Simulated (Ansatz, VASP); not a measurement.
Tl3Sb2Mo in VASP and in Ansatz

Contents of INCAR:

```
SYSTEM = Tl3Sb2Mo
PREC = Accurate
ENCUT = 600
EDIFF = 1E-7
ISMEAR = 0
SIGMA = 0.1
LREAL = .False.
LASPH = .True.
NELM = 80
ALGO = Fast
ISIF = 3
LWAVE = .False.
LCHARG = .False.
GGA = PE
IBRION = 2
NSW = 90
EDIFFG = -0.04
```

Contents of KPOINTS:

```
Automatic mesh
0
Gamma
  4 4 2
  0 0 0
```

Contents of POSCAR:

```
Tl3Sb2Mo
1.0
    4.4686207100      0.0000000000      0.0000000000
    0.0000000000      4.4686207100      0.0000000000
    0.0000000000      0.0000000000      9.6683018600
Tl Sb Mo
3 2 1
Direct
    0.0000000000      0.0000000000      0.6627739200
    0.0000000000      0.0000000000      0.3372260800
    0.0000000000      0.0000000000      0.0000000000
    0.5000000000      0.5000000000      0.8627628100
    0.5000000000      0.5000000000      0.1372371900
    0.5000000000      0.5000000000      0.5000000000
```

Input for Ansatz:

```yaml
crystal:
  lattice:
    - [4.46862071, 0.0, 0.0]
    - [0.0, 4.46862071, 0.0]
    - [0.0, 0.0, 9.66830186]
  atoms:
    - { symbol: Tl, position: [0.0, 0.0, 0.66277392] }
    - { symbol: Tl, position: [0.0, 0.0, 0.33722608] }
    - { symbol: Tl, position: [0.0, 0.0, 0.0] }
    - { symbol: Sb, position: [0.5, 0.5, 0.86276281] }
    - { symbol: Sb, position: [0.5, 0.5, 0.13723719] }
    - { symbol: Mo, position: [0.5, 0.5, 0.5] }
basis:
  ecutwfc: 420
kpoints:
  mp_grid: { grid: [4, 4, 2] }
hamiltonian:
  xc: pbe
scf:
  occupations: { method: gaussian, width: 0.1 }
  lower_state_search: "off"
output:
  forces: true
  stress: true
  eigenvalues: true
relax:
  adjacent_minimum: "off"
  f_tol: 0.04
  max_steps: 70
  cell: { stress_tol: 0.4 }
```

Alike in both runs: task relaxation of cell and atoms; functional PBE; k mesh 4 × 4 × 2; occupations gaussian, width 0.1 eV; no spin polarisation.

```csv
,VASP,Ansatz
version,VASP 6.6.1,Ansatz 0.2.0
potentials or method,"VASP PAW PBE potentials, release 64 (Tl_d, Sb, Mo_sv), cutoff 600 eV","scalar-relativistic, plane waves, PAW"
valence electrons in the cell,63,83
```

|  | VASP | Ansatz | Ansatz less VASP |
| --- | --- | --- | --- |
| gap on the k mesh at the Fermi level, each at its own relaxed structure (eV) | none | none | - |
| relaxed volume (Å³/atom) | 26.03 | 26.31 | +0.285 |
| relaxed cell length with the largest relative difference (Å) | 3.862 | 3.879 | +0.0176 |

A gap of «none» marks a metal or a gap that the smearing closes. VASP's potentials hold 63 valence electrons a cell and Ansatz's 83, so a difference there can come from the potentials and not from the codes.

Spin-orbit coupling is off throughout. Noted on VASP's run: the volume moved by over 15 % at a fixed basis, so the end points are rough.
